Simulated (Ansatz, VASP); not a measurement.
**One calculation of Nb2B, two programs**

INCAR

```
SYSTEM = Nb2B
  PREC = Accurate
  ENCUT = 520
  EDIFF = 1E-6
  ISMEAR = 0
  SIGMA = 0.1
  LREAL = .False.
  LASPH = .True.
  NELM = 100
  ALGO = Fast
  ISIF = 2
  LWAVE = .False.
  LCHARG = .False.
  GGA = PE
  NBANDS = 22
```

KPOINTS

```
Automatic mesh
0
Gamma
  6 6 6
  0 0 0
```

POSCAR

```
Nb2B
1.0
    1.5283121000      0.8823714000      5.1061857200
   -1.5283121000      0.8823714000      5.1061857200
    0.0000000000     -1.7647428100      5.1061857200
Nb B
2 1
Direct
    0.2408272300      0.2408272300      0.2408272300
    0.7591727700      0.7591727700      0.7591727700
    0.5000000000      0.5000000000      0.5000000000
```

Input for Ansatz:

```yaml
crystal:
  lattice:
    - [1.5283121, 0.8823714, 5.10618572]
    - [-1.5283121, 0.8823714, 5.10618572]
    - [0.0, -1.76474281, 5.10618572]
  atoms:
    - { symbol: Nb, position: [0.24082723, 0.24082723, 0.24082723] }
    - { symbol: Nb, position: [0.75917277, 0.75917277, 0.75917277] }
    - { symbol: B, position: [0.5, 0.5, 0.5] }
basis:
  ecutwfc: 420
kpoints:
  mp_grid: { grid: [6, 6, 6] }
hamiltonian:
  xc: pbe
scf:
  occupations: { method: gaussian, width: 0.1 }
  lower_state_search: "off"
output:
  forces: true
  stress: true
  eigenvalues: true
```

Change from the starting cell: species swapped into the Lu2C type (R-3m, No. 166).

Alike in both runs: task single point; functional PBE; k mesh 6 × 6 × 6; occupations gaussian, width 0.1 eV; no spin polarisation.

|  | VASP | Ansatz |
| --- | --- | --- |
| version | VASP 6.6.1 | Ansatz 0.2.0 |
| potentials or method | VASP PAW PBE potentials, release 64 (Nb_sv, B), cutoff 520 eV | scalar-relativistic, plane waves, PAW |
| valence electrons in the cell | 29 | 29 |

```tsv
	VASP	Ansatz	Ansatz less VASP
gap on the k mesh at the Fermi level (eV)	none	none	-
rms of the force components (eV/Å)	2.129	2.142	+0.0126
```

Atom by atom the forces differ by 0.013 eV/Å (rms over components). A gap of «none» marks a metal or a gap that the smearing closes.

The k mesh is coarse, so the values compare programs but aren't converged.
